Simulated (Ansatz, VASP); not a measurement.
# Two plane-wave programs on GaS5

INCAR

```
PREC = Accurate ; ENCUT = 600
EDIFF = 1E-7 ; ISMEAR = 0
SIGMA = 0.1 ; LREAL = F
LASPH = T ; NELM = 80
ALGO = Normal ; ISIF = 3
LWAVE = F ; LCHARG = F
GGA = PE ; IBRION = 2
NSW = 100 ; EDIFFG = -0.01
```

The input KPOINTS:

```
regular mesh
0
Gamma
  6 6 6
```

Contents of POSCAR:

```
GaS5
1.0
    5.9011640827      0.0000000000      0.0000000000
    0.0000000000      5.9011640827      0.0000000000
    0.0000000000      0.0000000000      6.7976826722
Ga S
1 5
Direct
    0.5000000000      0.5000000000      0.2878412358
    0.1688341872      0.5000000000      0.5461731505
    0.8311658128      0.5000000000      0.5461731505
    0.5000000000      0.1688341872      0.5461731505
    0.5000000000      0.8311658128      0.5461731505
    0.5000000000      0.5000000000      0.9791721722
```

Input for Ansatz:

```yaml
crystal:
  lattice:
    - [5.9011640827, 0.0, 0.0]
    - [0.0, 5.9011640827, 0.0]
    - [0.0, 0.0, 6.7976826722]
  atoms:
    - { symbol: Ga, position: [0.5, 0.5, 0.2878412358] }
    - { symbol: S, position: [0.1688341872, 0.5, 0.5461731505] }
    - { symbol: S, position: [0.8311658128, 0.5, 0.5461731505] }
    - { symbol: S, position: [0.5, 0.1688341872, 0.5461731505] }
    - { symbol: S, position: [0.5, 0.8311658128, 0.5461731505] }
    - { symbol: S, position: [0.5, 0.5, 0.9791721722] }
basis:
  ecutwfc: 420
kpoints:
  mp_grid: { grid: [6, 6, 6] }
hamiltonian:
  xc: pbe
scf:
  occupations: { method: gaussian, width: 0.1 }
output:
  forces: true
  stress: true
  eigenvalues: true
  write_density: true
  write_potential: true
  elf: true
  volumetric_format: npy
relax:
  adjacent_minimum: "off"
  f_tol: 0.01
  max_steps: 80
  cell: { stress_tol: 0.05 }
```

Alike in both runs: task relaxation of cell and atoms; functional PBE; k mesh 6 × 6 × 6; occupations gaussian, width 0.1 eV; no spin polarisation.

|  | VASP | Ansatz |
| --- | --- | --- |
| version | VASP 6.6.1 | Ansatz 0.2.0 |
| potentials or method | VASP PAW PBE potentials, release 64 (Ga_d, S), cutoff 600 eV | scalar-relativistic, plane waves, PAW |
| valence electrons in the cell | 43 | 43 |

Ansatz gave:

| Property | Result |
| --- | --- |
| gap on the k mesh at the Fermi level, each at its own relaxed structure (eV) | none |
| relaxed volume (Å³/atom) | 39.52 |
| relaxed cell length with the largest relative difference (Å) | 5.897 |

**Question.** Which values does VASP return?

**Answer.** gap on the k mesh at the Fermi level, each at its own relaxed structure (eV): none; relaxed volume (Å³/atom): 39.59; relaxed cell length with the largest relative difference (Å): 5.904.

A gap of «none» marks a metal or a gap that the smearing closes. Ansatz's warnings: xc potential rough in thin density.
